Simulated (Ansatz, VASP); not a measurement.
# One calculation of WSe2, two programs

```
W Se
1.0
     3.31794    0.00000    0.00000
    -1.65897    3.00272    0.00000
     0.00000    0.00000   16.65814
W Se
1 2
Direct
  0.00000 0.00000 0.00000
  0.33333 0.66667 0.09979
  0.33333 0.66667 0.90021
```

Change from the starting cell: strain +0.0450 x Voigt [0, 1, 0, 0, 0, 0], atoms carried along.

Alike in both runs: task single point; functional PBE; dispersion D3(BJ); k mesh 9 × 9 × 2; occupations gaussian, width 0.05 eV; no spin polarisation.

|  | VASP | Ansatz |
| --- | --- | --- |
| version | VASP 6.6.1 | Ansatz 0.2.0 |
| potentials or method | VASP PAW PBE potentials, release 64 (W_sv, Se), cutoff 520 eV | scalar-relativistic, plane waves, PAW |
| valence electrons in the cell | 26 | 46 |

|  | VASP | Ansatz | Ansatz less VASP |
| --- | --- | --- | --- |
| gap on the k mesh at the Fermi level (eV) | 1.31 | 1.32 | +0.003 |
| least direct gap on the mesh (eV) | 1.31 | 1.32 | +0.003 |
| rms of the force components (eV/Å) | 0.142 | 0.155 | +0.0130 |

Atom by atom the forces differ by 0.019 eV/Å (rms over components). VASP's potentials hold 26 valence electrons a cell and Ansatz's 46, so a difference there can come from the potentials and not from the codes.

Spin-orbit coupling is off throughout.
